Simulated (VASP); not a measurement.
# TaN: single point with RPBE

Crystal: TaN.

```
CELL_PARAMETERS angstrom
5.28065 0.00000 0.00000
-2.64032 4.57318 0.00000
0.00000 0.00000 2.94206
ATOMIC_POSITIONS crystal
Ta 0.66667 0.33333 0.50000
Ta 0.33333 0.66667 0.50000
Ta 0.00000 0.00000 0.00000
N 0.00000 0.50000 0.00000
N 0.50000 0.50000 0.00000
N 0.50000 0.00000 0.00000
```

```
Program             : VASP 6.6.1
Task                : single point
Functional          : RPBE
Potentials or basis : VASP PAW PBE potentials, release 64 (Ta_pv, N)
Cutoff              : 520 eV
k mesh              : 6 × 6 × 9
Occupations         : fermi-dirac, width 0.05 eV
Spin                : no spin polarisation
```

| Item | Value |
| --- | --- |
| Pressure | 0.6 GPa |
| Band gap on the k mesh | zero (band 24 reaches 8.59 eV, above the bottom of band 25 at 6.68 eV) |

Stress tensor (GPa, compression positive):
```
0.54 0.00 0.00
0.00 0.54 0.00
0.00 0.00 0.79
```

Levels at points of the mesh, in eV from the Fermi level:
```tsv
k point	band 22	band 23	band 24	band 25	band 26	band 27
(0.00, 0.00, 0.00)	-2.26	-1.86	-1.01	-1.01	0.99	0.99
(0.50, 0.00, 0.00)	-2.76	-1.53	-0.55	1.40	1.88	1.91
```

Run time: 47 s on 1 thread of Intel(R) Xeon(R) Platinum 8559C (Emerald Rapids), on a shared host, peak memory 0.22 GiB.

Caveat: the PAW data sets were made with another functional, which shifts forces and pressure a little; spin-orbit coupling is left out, which moves the levels of the heavy elements.
